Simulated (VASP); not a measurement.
Here is a VASP 6.6.1 calculation.

Contents of POSCAR:

```
PbS
1.0
   11.2982770000      0.0000000000      0.0000000000
    0.0000000000      3.0043750000      3.0061810000
    0.0000000000     -3.0043750000      3.0061810000
Pb S
2 2
Direct
    0.6245810000      0.2566380000      0.7566380000
    0.3754190000      0.7566380000      0.2566380000
    0.6136750000      0.7643620000      0.2643620000
    0.3863250000      0.2643620000      0.7643620000
```

The input INCAR.step1:

```
PREC     = Accurate       # precision mode
ENCUT    = 550            # plane-wave cutoff, eV
ISMEAR   = 0              # smearing method
SIGMA    = 0.01           # smearing width, eV
LREAL    = F              # projectors in reciprocal space
LASPH    = T              # aspherical terms in the spheres
NELM     = 120            # most SCF steps
NBANDS   = 28             # bands
GGA      = PE             # functional
ALGO     = Normal         # electronic algorithm
EDIFF    = 1E-5           # SCF threshold, eV
LWAVE    = T              # write WAVECAR
LCHARG   = F              # write CHGCAR
GGA_COMPAT= F
```

File INCAR.step2:

```
PREC     = Accurate       # precision mode
ENCUT    = 550            # plane-wave cutoff, eV
EDIFF    = 1E-6           # SCF threshold, eV
ISMEAR   = 0              # smearing method
SIGMA    = 0.01           # smearing width, eV
LREAL    = F              # projectors in reciprocal space
LASPH    = T              # aspherical terms in the spheres
NELM     = 120            # most SCF steps
ALGO     = Normal         # electronic algorithm
ISIF     = 2              # what is computed and relaxed
LWAVE    = F              # write WAVECAR
LCHARG   = T              # write CHGCAR
METAGGA  = R2SCAN         # meta-GGA
LMIXTAU  = T            
LELF     = T              # ELF
LVHAR    = T            
NBANDS   = 28             # bands
ISTART   = 1            
GGA_COMPAT= F
```

KPOINTS

```
Automatic mesh
0
Gamma
  2 4 4
```

Potentials or basis: VASP PAW PBE potentials, release 64 (Pb_d, S).

Run with:

```sh
$ cat potpaw_PBE.64/Pb_d/POTCAR potpaw_PBE.64/S/POTCAR > POTCAR
$ cp INCAR.step1 INCAR
$ mpirun -np 1 vasp_std > vasp.out
$ cp INCAR.step2 INCAR
$ mpirun -np 1 vasp_std > vasp.out
```

(1) Predict the band gap on the k mesh.

(2) Estimate the largest force.

## Answers

(1) 2.41 eV.

(2) 0.237 eV/Å.

Caveat: the PAW data sets were made with another functional, which shifts forces and pressure a little; spin-orbit coupling is left out, which moves the levels of the heavy elements.
